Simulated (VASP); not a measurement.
# HOs12 (a cell with a defect) in VASP: single point with PBE

Aim: the single point of HOs12 (a cell with a defect) with PBE.

Everything below comes from runs of VASP 6.6.1. Logs are shortened: lines on timing, memory, paths and dates and some standing lists are left out, and cuts for length are marked.

### Step 1. The cell of the first run

The cell holds a defect, 13 atoms: a = 5.480 Å, b = 8.220 Å, c = 4.326 Å, α = 90.00°, β = 90.00°, γ = 120.00°.

### Step 2. Single point, PBE

Contents of INCAR:

```
ALGO = Normal ; EDIFF = 1E-7
ENCUT = 520 ; GGA = PE
ISIF = 2 ; ISMEAR = -1
LASPH = T ; LCHARG = T
LELF = T ; LREAL = F
LVHAR = T ; LWAVE = F
NBANDS = 60 ; NELM = 80
PREC = Accurate ; SIGMA = 0.15
```

Contents of KPOINTS:

```
k-points
0
Gamma
  4 3 4
```

Contents of POSCAR:

```
HOs12
1.0
    5.4800000000      0.0000000000      0.0000000000
   -4.1100000000      7.1187290000      0.0000000000
    0.0000000000      0.0000000000      4.3264600000
Os H
12 1
Direct
    0.0007427936      0.0005174132     -0.0007123481
    0.1651713314      0.2206120825      0.5001783105
    0.0039733957      0.3311856024      0.0032510686
    0.1737757243      0.5580313668      0.4966758601
    0.0039217636      0.6716155032      0.0036686488
    0.1667627808      0.8893196020      0.5002305339
    0.5000363150     -0.0004456530     -0.0005305452
    0.6626483803      0.2170627105      0.4961377554
    0.4934562624      0.3309912556      0.0030853404
    0.6627415715      0.5576744945      0.4966284593
    0.5018263732      0.6682803976     -0.0005117714
    0.6661746246      0.8883564829      0.5004494078
    0.8348119835      0.4443253417      0.7466897800
```

Potentials or basis: VASP PAW PBE potentials, release 64 (Os, H).

Started as:

```bash
$ cat potpaw_PBE.64/Os/POTCAR potpaw_PBE.64/H/POTCAR > POTCAR
$ mpirun -np 1 vasp_std > vasp.out
```

OUTCAR:

```text
EDIFF = 1E-7
   ENCUT = 520
   GGA = PE
   ISIF = 2
   ISMEAR = -1
   LASPH = T
   LREAL = F
   NELM = 80
   PREC = Accurate

 ion  position               nearest neighbor table
   1  0.001  0.001  0.999-   2 2.67   2 2.67   6 2.68  12 2.68   6 2.68  12 2.69   9 2.71   3 2.71
                             5 2.71  11 2.73   7 2.74   7 2.74
   2  0.165  0.221  0.500-   3 2.65   9 2.66   1 2.67   3 2.67   1 2.67   9 2.68   6 2.73  12 2.73
                             8 2.74   8 2.74  10 2.75   4 2.75
   3  0.004  0.331  0.003-  13 1.95   2 2.65   2 2.67   4 2.68   8 2.68   9 2.68   1 2.71   4 2.72
                             8 2.73   7 2.74  11 2.75   9 2.80   5 2.80
   4  0.174  0.558  0.497-  13 1.94  11 2.66  11 2.68   5 2.68   3 2.68  10 2.68  12 2.71   3 2.72
                             5 2.72   6 2.74   2 2.75  10 2.80   8 2.80
   5  0.004  0.672  0.004-  13 1.96   6 2.65   6 2.67   4 2.68  10 2.68   7 2.71   1 2.71   4 2.72
                            10 2.73  11 2.74  11 2.74   3 2.80   9 2.80
   6  0.167  0.889  0.500-   5 2.65   5 2.67   1 2.68   7 2.68   1 2.68   7 2.68   8 2.71   2 2.73
                            12 2.74  12 2.74   4 2.74  10 2.74
   7  0.500  1.000  0.999-   8 2.65   8 2.67  12 2.68   6 2.68  12 2.68   6 2.68   5 2.71  11 2.73
                             1 2.74   1 2.74   9 2.74   3 2.74
   8  0.663  0.217  0.496-  13 1.95   7 2.65   7 2.67   9 2.67   3 2.68   6 2.71  12 2.71   9 2.72
                             3 2.73   2 2.74   2 2.74  10 2.80   4 2.80
   9  0.493  0.331  0.003-  13 1.96   2 2.66   8 2.67   2 2.68  10 2.68   3 2.68   1 2.71  10 2.72
                             8 2.72   7 2.74  11 2.75   3 2.80   5 2.80
  10  0.663  0.558  0.497-  13 1.95  11 2.65  11 2.67   9 2.68   5 2.68   4 2.68  12 2.71   9 2.72
                             5 2.73   6 2.74   2 2.75   4 2.80   8 2.80
  11  0.502  0.668  0.999-  10 2.65   4 2.66  12 2.67  10 2.67  12 2.67   4 2.68   7 2.73   1 2.73
                             5 2.74   5 2.74   3 2.75   9 2.75
  12  0.666  0.888  0.500-  11 2.67  11 2.67   7 2.68   1 2.68   7 2.68   1 2.69   4 2.71  10 2.71
                             8 2.71   2 2.73   6 2.74   6 2.74
  13  0.835  0.444  0.747-   4 1.94   8 1.95  10 1.95   3 1.95   5 1.96   9 1.96

  LATTYP: Found a simple monoclinic cell.
 ALAT       =     5.4800000000
 B/A-ratio  =     0.7895000000
 C/A-ratio  =     1.3228756879
 COS(beta)  =    -0.1889822319

  Lattice vectors:

 A1 = (   5.4800000000,   0.0000000000,   0.0000000000)
 A2 = (   0.0000000000,   0.0000000000,   4.3264600000)
 A3 = (  -1.3700000000,  -7.1187290000,   0.0000000000)

Analysis of symmetry for initial positions (statically):
=====================================================================
 Subroutine PRICEL returns:
 Original cell was already a primitive cell.

 Routine SETGRP: Setting up the symmetry group for a
 simple monoclinic supercell.

 Subroutine GETGRP returns: Found  1 space group operations
 (whereof  1 operations were pure point group operations)
 out of a pool of  4 trial point group operations.

The static configuration has the point symmetry C_1 .

Analysis of symmetry for dynamics (positions and initial velocities):
=====================================================================
 Subroutine PRICEL returns:
 Original cell was already a primitive cell.

 Routine SETGRP: Setting up the symmetry group for a
 simple monoclinic supercell.

 Subroutine GETGRP returns: Found  1 space group operations
 (whereof  1 operations were pure point group operations)
 out of a pool of  4 trial point group operations.

The dynamic configuration has the point symmetry C_1 .

 Subroutine INISYM returns: Found  1 space group operations
 (whereof  1 operations are pure point group operations),
 and found     1 'primitive' translations

----------------------------------------------------------------------------------------

                                     Primitive cell

  volume of cell :     168.7780

  direct lattice vectors                    reciprocal lattice vectors
     5.480000000  0.000000000  0.000000000     0.182481752  0.105355886  0.000000000
    -4.110000000  7.118729000  0.000000000     0.000000000  0.140474514  0.000000000
     0.000000000  0.000000000  4.326460000     0.000000000  0.000000000  0.231135848

  length of vectors
     5.480000000  8.220000157  4.326460000     0.210711776  0.140474514  0.231135848

  position of ions in fractional coordinates (direct lattice)
     0.000742794  0.000517413  0.999287652
     0.165171331  0.220612082  0.500178310
     0.003973396  0.331185602  0.003251069
     0.173775724  0.558031367  0.496675860
     0.003921764  0.671615503  0.003668649
     0.166762781  0.889319602  0.500230534
     0.500036315  0.999554347  0.999469455
     0.662648380  0.217062711  0.496137755
     0.493456262  0.330991256  0.003085340
     0.662741571  0.557674494  0.496628459
     0.501826373  0.668280398  0.999488229
     0.666174625  0.888356483  0.500449408
     0.834811984  0.444325342  0.746689780

  ion indices of the primitive-cell ions
   primitive index   ion index
                 1           1
                 2           2
                 3           3
                 4           4
                 5           5
                 6           6
                 7           7
                 8           8
                 9           9
                10          10
                11          11
                12          12
                13          13

----------------------------------------------------------------------------------------

 KPOINTS: k-points

Automatic generation of k-mesh.
 Grid dimensions read from file:
 generate k-points for:    4    3    4

 Generating k-lattice:

  Cartesian coordinates                     Fractional coordinates (reciprocal lattice)
     0.045620438  0.026338971  0.000000000     0.250000000  0.000000000  0.000000000
     0.000000000  0.046824838  0.000000000     0.000000000  0.333333333  0.000000000
     0.000000000  0.000000000  0.057783962     0.000000000  0.000000000  0.250000000

  Length of vectors
     0.052677944  0.046824838  0.057783962

  Shift w.r.t. Gamma in fractional coordinates (k-lattice)
     0.000000000  0.000000000  0.000000000

 Subroutine IBZKPT returns following result:
 ===========================================

 Found     26 irreducible k-points:

 Following reciprocal coordinates:
            Coordinates               Weight
  0.000000  0.000000  0.000000      1.000000
  0.250000  0.000000  0.000000      2.000000
  0.500000  0.000000  0.000000      1.000000
  0.000000  0.333333  0.000000      2.000000
  0.250000  0.333333  0.000000      2.000000
  0.500000  0.333333  0.000000      2.000000
[... 16 lines left out ...]
  0.000000  0.333333  0.500000      2.000000
  0.250000  0.333333  0.500000      2.000000
 [... further k-points ...]
   k-points           NKPTS =     26   k-points in BZ     NKDIM =     26   number of bands    NBANDS=     60
   number of dos      NEDOS =    301   number of ions     NIONS =     13
   total plane-waves  NPLWV =  86016
   dimension x,y,z NGX =    42 NGY =   64 NGZ =   32
   dimension x,y,z NGXF=    84 NGYF=  128 NGZF=   64
   ions per type =              12   1
   NGX,Y,Z   is equivalent  to a cutoff of  12.74, 12.94, 12.30 a.u.
   NGXF,Y,Z  is equivalent  to a cutoff of  25.48, 25.89, 24.59 a.u.
 SYSTEM =  unknown system
   PREC   = accura    normal or accurate (medium, high low for compatibility)
   ISTART =      0    job   : 0-new  1-cont  2-samecut
   ICHARG =      2    charge: 1-file 2-atom 10-const
   ISPIN  =      1    spin polarized calculation?
   LNONCOLLINEAR =      F non collinear calculations
   LSORBIT =      F    spin-orbit coupling
   LASPH  =      T    aspherical Exc in radial PAW
   ENCUT  =  520.0 eV  38.22 Ry    6.18 a.u.  10.19 15.28  8.04*2*pi/ulx,y,z
   NELM   =     80;   NELMIN=  2; NELMDL= -5     # of ELM steps
   EDIFF  = 0.1E-06   stopping-criterion for ELM
   LREAL  =      F    real-space projection
   EDIFFG = 0.1E-05   stopping-criterion for IOM
   NSW    =      0    number of steps for IOM
   IBRION =     -1    ionic relax: 0-MD 1-quasi-New 2-CG
   NFREE  =      0    steps in history (QN), initial steepest desc. (CG)
   ISIF   =      2    stress and relaxation
   ISYM   =      2    0-nonsym 1-usesym 2-fastsym
   POTIM  = 0.5000    time-step for ionic-motion
   TEBEG  =    0.0;   TEEND  =   0.0 temperature during run
   PSTRESS=    0.0 pullay stress
   NELECT =      97.0000    total number of electrons
   NUPDOWN=      -1.0000    fix difference up-down
   EMIN   =  10.00;   EMAX   =-10.00  energy-range for DOS
   EFERMI =   0.00;   METHOD = LEGACY
   ISMEAR =    -1;   SIGMA  =   0.15  broadening in eV -4-tet -1-fermi 0-gaus
   EFERMI_NEDOS =   21; number of points for ismear=-14 and -15
   IALGO  =     38    algorithm
   IMIX   =      4    mixing-type and parameters
     AMIX     =   0.40;   BMIX     =  1.00
     AMIX_MAG =   1.60;   BMIX_MAG =  1.00
  volume/ion in A,a.u.               =      12.98        87.61
  Fermi-wavevector in a.u.,A,eV,Ry     =   1.361111  2.572127 25.206464  1.852623
  Thomas-Fermi vector in A             =   2.487715
   LORBIT       =      0    0 simple, 1 ext, 2 COOP (PROOUT), +10 PAW based schemes
   GGA     = PE    functional components
   LHFCALC =     F    Hartree Fock is set to
   AEXX    =    0.0000 exact exchange contribution
   IVDW    =     0    specifies the selected vdW correction
   LEPSILON=     F    determine dielectric tensor
   LRPA    =     F    only Hartree local field effects (RPA)
 non-spin polarized calculation
  energy-cutoff  :      520.00
  volume of cell :      168.78
 maximum number of plane-waves:      4560
 NGX is ok and might be reduce to    42
   NGX = 21   NGY = 31   NGZ = 17

 number of electron      96.9999998 magnetization

 Free energy of the ion-electron system (eV)
  ---------------------------------------------------
  ext. energy  EPLUGINS =         0.00000000
  ---------------------------------------------------
  free energy    TOTEN  =      -137.70391312 eV

  energy without entropy =     -137.25361863  energy(sigma->0) =     -137.47876588

 E-fermi :   9.6937     XC(G=0): -14.0762

 val. band max:        9.6851453824   @ k =   0.2500  -0.3333   0.2500
 cond. band min:       9.7338850762   @ k =  -0.2500  -0.0000   0.2500
 fundamental gap:      0.0487396938
 Fermi energy:         9.6937032846

 k-point     1 :       0.0000    0.0000    0.0000
  band No.  band energies     occupation
      1      -2.2080      2.00000
      2       0.2803      2.00000
      3       1.6698      2.00000
      4       1.7345      2.00000
      5       2.1035      2.00000
      6       2.4399      2.00000
[... 52 lines left out ...]
     59      11.7672      0.00000
     60      11.8371      0.00000

 k-point     2 :       0.2500    0.0000    0.0000
  band No.  band energies     occupation
      1      -1.7637      2.00000
      2       0.3178      2.00000
      3       1.6146      2.00000
      4       2.0254      2.00000
      5       2.2332      2.00000
      6       2.3354      2.00000
[... 52 lines left out ...]
     59      11.4193      0.00002
     60      11.5501      0.00001

 k-point     3 :       0.5000    0.0000    0.0000
  band No.  band energies     occupation
      1      -1.2077      2.00000
      2       0.6956      2.00000
      3       1.1313      2.00000
      4       1.4388      2.00000
      5       2.3983      2.00000
      6       2.9616      2.00000
[... 1312 lines left out ...]
     59      11.6643      0.00000
     60      11.6787      0.00000

 k-point    24 :       0.2500    0.3333    0.5000
  band No.  band energies     occupation
      1      -1.0066      2.00000
      2       2.1225      2.00000
      3       2.1934      2.00000
      4       2.2399      2.00000
      5       2.2597      2.00000
      6       2.3125      2.00000
[... 52 lines left out ...]
     59      11.3417      0.00003
     60      11.3635      0.00003

 [... further k-points ...]
[... 5 lines left out ...]
  --------------------------------------------------------------------------------------
  -------------------------------------------------------------------------------------
  Total       11.6693181     12.2858194     13.4521977     -0.0426304      0.0445985      0.0190519
  in kB      110.7746405    116.6269713    127.6991815     -0.4046828      0.4233656      0.1808559
  external PRESSURE =     118.3669311 kB  Pullay stress =       0.0000000 kB

 VOLUME and BASIS-vectors are now :
 -----------------------------------------------------------------------------
  energy-cutoff  :      520.00
  volume of cell :      168.78
      direct lattice vectors                 reciprocal lattice vectors
     5.480000000  0.000000000  0.000000000     0.182481752  0.105355886  0.000000000
    -4.110000000  7.118729000  0.000000000     0.000000000  0.140474514  0.000000000
     0.000000000  0.000000000  4.326460000     0.000000000  0.000000000  0.231135848

 POSITION                                       TOTAL-FORCE (eV/Angst)
 -----------------------------------------------------------------------------------
      0.00194      0.00368      4.32338         0.017097      0.020476     -0.034390
     -0.00158      1.57048      2.16400        -0.002258     -0.010310      0.002161
     -1.33940      2.35762      0.01407         0.068381     -0.027837      0.071917
     -1.34122      3.97247      2.14885         0.063201      0.038602     -0.077329
     -2.73885      4.78105      0.01587         0.015215      0.073450      0.061270
     -2.74124      6.33083      2.16423         0.005513      0.014384      0.008947
     -1.36797      7.11556      4.32416        -0.003853     -0.017481     -0.008332
      2.73919      1.54521      2.14652        -0.007183     -0.078565     -0.071682
      1.34377      2.35624      0.01335        -0.051350     -0.035380      0.060760
      1.33978      3.96993      2.14864        -0.059889      0.026897     -0.075292
      0.00338      4.75731      4.32425        -0.001891      0.010122      0.000326
     -0.00051      6.32397      2.16517        -0.018052     -0.017386      0.034707
      2.74859      3.16303      3.23052        -0.024932      0.003028      0.026936
 -----------------------------------------------------------------------------------
    total drift:                               -0.000074      0.000043     -0.000026

  FREE ENERGIE OF THE ION-ELECTRON SYSTEM (eV)
  ---------------------------------------------------
  free  energy   TOTEN  =      -137.7039131192 eV

  energy  without entropy=     -137.2536186345  energy(sigma->0) =     -137.47876588
```

It took 7 min on 1 thread of Intel Xeon Platinum 8488C (Sapphire Rapids), shared host; peak memory 0.37 GiB.

Results:

```yaml
Free_energy: -137.7039 eV
Pressure: 11.8 GPa
Largest_force: 0.107 eV/Å
Band_gap_on_the_k_mesh: zero (an odd number of electrons rules out a gap without spin polarisation)
```

Forces in eV/Å, atoms in the order of the input:
```
Os   0.017  0.020 -0.034
Os  -0.002 -0.010  0.002
Os   0.068 -0.028  0.072
Os   0.063  0.039 -0.077
Os   0.015  0.073  0.061
Os   0.006  0.014  0.009
Os  -0.004 -0.017 -0.008
Os  -0.007 -0.079 -0.072
Os  -0.051 -0.035  0.061
Os  -0.060  0.027 -0.075
Os  -0.002  0.010  0.000
Os  -0.018 -0.017  0.035
H   -0.025  0.003  0.027
```

Stress tensor (GPa, compression positive):
```
11.08 -0.04  0.02
-0.04 11.66  0.04
 0.02  0.04 12.77
```

Levels at points of the mesh, in eV from the Fermi level:
```csv
k point,band 45,band 46,band 47,band 48,band 49,band 50,band 51,band 52
"(0.00, 0.00, 0.00)",-0.55,0.11,0.15,0.41,0.41,0.61,0.63,0.73
"(0.50, 0.00, 0.00)",-0.99,-0.93,-0.75,-0.67,-0.55,-0.43,-0.24,-0.20
"(0.00, 0.00, 0.50)",-1.39,-1.30,-0.66,-0.42,0.65,0.68,0.68,0.71
"(0.50, 0.00, 0.50)",-1.63,-1.54,-1.51,-1.42,0.58,0.59,0.63,0.72
```

Caveat: the k points lie up to 0.36 Å⁻¹ apart, too coarse for converged energies and pressures of a metal; spin-orbit coupling is left out, which moves the levels of the heavy elements.

The gap in the log of VASP goes by the Fermi energy; the results here count the filled bands.